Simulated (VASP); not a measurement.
# ZnS (Pmmm) in VASP: further runs, part 2 of 2

VASP 6.6.1. Earlier steps stand in the parts before.

**5. Relaxation of cell and atoms, PBE**

This run uses another cell than the first one, of 52.31 Å³/atom.

Input file INCAR:

```
SYSTEM = ZnS
ALGO = Normal ; EDIFF = 1E-7
EDIFFG = -0.01 ; ENCUT = 600
GGA = PE ; IBRION = 2
ISIF = 3 ; ISMEAR = 0
LASPH = .TRUE. ; LCHARG = .FALSE.
LREAL = .FALSE. ; LWAVE = .FALSE.
NELM = 60 ; NSW = 100
PREC = Accurate ; SIGMA = 0.02
```

Input file KPOINTS:

```
k-points
0
G
  8 6 6
  0 0 0
```

Input file POSCAR:

```
ZnS
1.0
    4.1735412204      0.0000000000      0.0000000000
    0.0000000000      4.7962021704      0.0000000000
    0.0000000000      0.0000000000      5.2264473549
Zn S
1 1
Direct
    0.0000000000      0.5000000000      0.5000000000
    0.5000000000      0.5000000000      0.5000000000
```

Potentials or basis: VASP PAW PBE potentials, release 64 (Zn, S).

On the command line:

```console
$ cat potpaw_PBE.64/Zn/POTCAR potpaw_PBE.64/S/POTCAR > POTCAR
$ mpirun -np 1 vasp_std > vasp.out
```

OUTCAR:

```text
SYSTEM = ZnS
   EDIFF = 1E-7
   EDIFFG = -0.01
   ENCUT = 600
   GGA = PE
   IBRION = 2
   ISIF = 3
   ISMEAR = 0
   LASPH = .TRUE.
   LREAL = .FALSE.
   NELM = 60
   NSW = 100
   PREC = Accurate

 ion  position               nearest neighbor table
   1  0.000  0.500  0.500-   2 2.09   2 2.09
   2  0.500  0.500  0.500-   1 2.09   1 2.09

  LATTYP: Found a simple orthorhombic cell.
 ALAT       =     4.1735412204
 B/A-ratio  =     1.1491924764
 C/A-ratio  =     1.2522812353

  Lattice vectors:

 A1 = (   4.1735412204,   0.0000000000,   0.0000000000)
 A2 = (   0.0000000000,   4.7962021704,   0.0000000000)
 A3 = (   0.0000000000,   0.0000000000,   5.2264473549)

Analysis of symmetry for initial positions (statically):
=====================================================================
 Subroutine PRICEL returns:
 Original cell was already a primitive cell.

 Routine SETGRP: Setting up the symmetry group for a
 simple orthorhombic supercell.

 Subroutine GETGRP returns: Found  8 space group operations
 (whereof  8 operations were pure point group operations)
 out of a pool of  8 trial point group operations.

The static configuration has the point symmetry D_2h.

Analysis of symmetry for dynamics (positions and initial velocities):
=====================================================================
 Subroutine PRICEL returns:
 Original cell was already a primitive cell.

 Routine SETGRP: Setting up the symmetry group for a
 simple orthorhombic supercell.

 Subroutine GETGRP returns: Found  8 space group operations
 (whereof  8 operations were pure point group operations)
 out of a pool of  8 trial point group operations.

The dynamic configuration has the point symmetry D_2h.

 Subroutine INISYM returns: Found  8 space group operations
 (whereof  8 operations are pure point group operations),
 and found     1 'primitive' translations

[... 148 lines left out ...]
  FORCE on cell =-STRESS in cart. coord.  units (eV):
  Direction    XX          YY          ZZ          XY          YZ          ZX
  --------------------------------------------------------------------------------------
  -------------------------------------------------------------------------------------
  Total        0.1379665      0.1133839      0.0382305      0.0000000      0.0000000      0.0000000
  in kB        2.1128828      1.7364135      0.5854794      0.0000000      0.0000000      0.0000000
  external PRESSURE =       1.4782586 kB  Pullay stress =       0.0000000 kB
[... 89 lines left out ...]
  FREE ENERGIE OF THE ION-ELECTRON SYSTEM (eV)
  ---------------------------------------------------
  free  energy   TOTEN  =        -5.0293239282 eV

  energy  without entropy=       -5.0293239282  energy(sigma->0) =       -5.02932393

[... ionic steps 4 to 15 ...]

--------------------------------------- Ionic step       16  -------------------------------------------

 number of electron      17.9999990 magnetization

------------------------ aborting loop because EDIFF is reached ----------------------------------------
[... 67 lines left out ...]
--------------------------------------- Ionic step       18  -------------------------------------------

 number of electron      17.9999990 magnetization

 Free energy of the ion-electron system (eV)
  ---------------------------------------------------
  ext. energy  EPLUGINS =         0.00000000
  ---------------------------------------------------
  free energy    TOTEN  =        -5.03720814 eV

  energy without entropy =       -5.03720814  energy(sigma->0) =       -5.03720814

 E-fermi :  -3.4245     XC(G=0):  -4.6622

 val. band max:       -3.5187693805   @ k =   0.5000   0.5000   0.0000
 cond. band min:      -2.1417751571   @ k =   0.0000   0.0000   0.0000
 fundamental gap:      1.3769942234
 Fermi energy:        -3.4244642099

 k-point     1 :       0.0000    0.0000    0.0000
  band No.  band energies     occupation
      1     -15.6191      2.00000
      2     -10.2073      2.00000
      3     -10.2073      2.00000
      4     -10.0870      2.00000
      5     -10.0843      2.00000
      6      -9.7112      2.00000
      7      -6.4366      2.00000
      8      -4.5462      2.00000
      9      -4.5346      2.00000
     10      -2.1418      0.00000
     11       1.5197      0.00000
     12       3.3629      0.00000
     13       3.8078      0.00000
[... 354 lines left out ...]
  band No.  band energies     occupation
      1     -14.8977      2.00000
      2     -11.1438      2.00000
      3     -10.3141      2.00000
      4     -10.3136      2.00000
      5     -10.0835      2.00000
      6     -10.0817      2.00000
      7      -7.5490      2.00000
      8      -3.7610      2.00000
      9      -3.7211      2.00000
     10       0.8885      0.00000
     11       1.2320      0.00000
     12       1.8235      0.00000
     13       3.1886      0.00000

 [... further k-points ...]

------------------------ aborting loop because EDIFF is reached ----------------------------------------

  FORCE on cell =-STRESS in cart. coord.  units (eV):
  Direction    XX          YY          ZZ          XY          YZ          ZX
  --------------------------------------------------------------------------------------
  -------------------------------------------------------------------------------------
  Total       -0.0070870     -0.0036040      0.0089092      0.0000000      0.0000000      0.0000000
  in kB       -0.0882904     -0.0448994      0.1109919      0.0000000      0.0000000      0.0000000
  external PRESSURE =      -0.0073993 kB  Pullay stress =       0.0000000 kB
[... 17 lines left out ...]
  FREE ENERGIE OF THE ION-ELECTRON SYSTEM (eV)
  ---------------------------------------------------
  free  energy   TOTEN  =        -5.0372081436 eV

  energy  without entropy=       -5.0372081436  energy(sigma->0) =       -5.03720814

 reached required accuracy - stopping structural energy minimisation
```

OSZICAR:

```text
N       E                     dE             d eps       ncg     rms          rms(c)
DAV:   1     0.978657912201E+02    0.97866E+02   -0.84374E+03  2080   0.136E+03
[... 192 lines left out ...]
DAV:   1    -0.503810713708E+01   -0.90290E-03   -0.13291E-02  2430   0.193E+00    0.213E-01
DAV:   2    -0.503731897091E+01    0.78817E-03   -0.30441E-03  2575   0.125E+00    0.704E-02
DAV:   3    -0.503723505804E+01    0.83913E-04   -0.14305E-04  2210   0.108E-01    0.375E-02
DAV:   4    -0.503721122774E+01    0.23830E-04   -0.12837E-05  2448   0.508E-02    0.177E-02
DAV:   5    -0.503720834425E+01    0.28835E-05   -0.47032E-06  2315   0.352E-02    0.364E-03
DAV:   6    -0.503720832630E+01    0.17949E-07   -0.24309E-06  2275   0.215E-02    0.182E-03
DAV:   7    -0.503720813325E+01    0.19305E-06   -0.37661E-07  2160   0.133E-02    0.979E-04
DAV:   8    -0.503720814364E+01   -0.10389E-07   -0.10816E-07  1565   0.638E-03
  18 F= -.50372081E+01 E0= -.50372081E+01  d E =-.118221E-02
```

It took 8.8 min on 1 thread of AMD EPYC 9R45 (Zen 5), shared host; peak memory 0.31 GiB.

What came out:

```yaml
Free_energy: -5.0372 eV
Relaxed_cell: a = 4.180 Å, b = 5.583 Å, c = 5.510 Å, α = 90.00°, β = 90.00°, γ = 90.00°
Space_group_after_relaxing_to_0.1_Å: P4/mmm (No. 123)
Energy_gained_by_relaxing: 4.0 meV/atom
Ionic_steps: 18
Pressure_after_relaxing: 0.0 GPa
Band_gap_on_the_k_mesh: 1.38 eV (least direct gap 2.39 eV)
```

Step by step:
```csv
step,energy change (eV),largest force (eV/Å),pressure (GPa),volume (Å³)
1,0.0000,0.0000,0.15,104.62
2,0.0000,0.0000,-0.08,105.35
3,-0.0002,0.0000,0.03,104.99
4,-0.0006,0.0000,0.03,105.48
5,-0.0019,0.0000,0.05,106.95
6,-0.0038,0.0000,0.08,109.91
7,-0.0061,0.0000,0.16,115.92
8,-0.0065,0.0000,0.28,128.28
9,-0.0069,0.0000,0.24,124.04
10,-0.0071,0.0000,0.20,124.40
11,-0.0072,0.0000,0.20,124.59
12,-0.0073,0.0000,0.17,124.97
13,-0.0076,0.0000,0.14,125.74
14,-0.0080,0.0000,0.06,127.28
15,-0.0079,0.0000,-0.09,130.40
16,-0.0081,0.0000,0.02,128.33
17,-0.0081,0.0000,-0.01,128.85
18,-0.0081,0.0000,0.00,128.61
```

Final structure:
```cif
data_structure
_symmetry_space_group_name_H-M 'P 1'
_symmetry_Int_Tables_number 1
_cell_length_a 4.1804
_cell_length_b 5.5830
_cell_length_c 5.5103
_cell_angle_alpha 90.000
_cell_angle_beta 90.000
_cell_angle_gamma 90.000
_cell_volume 128.61
loop_
_atom_site_label
_atom_site_type_symbol
_atom_site_fract_x
_atom_site_fract_y
_atom_site_fract_z
_atom_site_occupancy
Zn1 Zn 0.00000 0.50000 0.50000 1
S1 S 0.50000 0.50000 0.50000 1
```

Caveat: the volume moved by over 15 % at a fixed basis, so the end points are rough. A k mesh can miss the band edges.

**6. The runs side by side**

| task | cell | k mesh | cutoff (eV) | smearing | gap on the mesh (eV) | pressure (GPa) | relaxed volume (Å³/atom) |
| --- | --- | --- | --- | --- | --- | --- | --- |
| single point | a = 2.900, b = 3.579, c = 4.003 Å, 2 atoms, atomic positions A | 6 × 6 × 4 | 520 | gaussian 0.1 eV | none | 52.7 | - |
| single point | a = 4.796, b = 4.174, c = 5.226 Å, 2 atoms, atomic positions A | 6 × 6 × 4 | 520 | gaussian 0.1 eV | 1.11 | 0.1 | - |
| relaxation of cell and atoms | relaxed from a = 2.900, b = 3.579, c = 4.003 Å, 2 atoms, atomic positions A | 6 × 6 × 4 | 600 | gaussian 0.1 eV | 0.85 | 0.0 | 46.05 |
| relaxation of cell and atoms | relaxed from a = 4.174, b = 4.796, c = 5.226 Å, 2 atoms, atomic positions B | 8 × 6 × 6 | 600 | gaussian 0.02 eV | 1.38 | 0.0 | 64.30 |

Alike in all rows: level PBE; potentials or basis VASP PAW PBE potentials, release 64 (Zn, S); no spin polarisation.

Caveats: some runs use coarse meshes; the volume moved by over 15 % at a fixed basis, so the end points are rough (at least some runs).

Absolute energies hang on the potentials; compare differences alone.
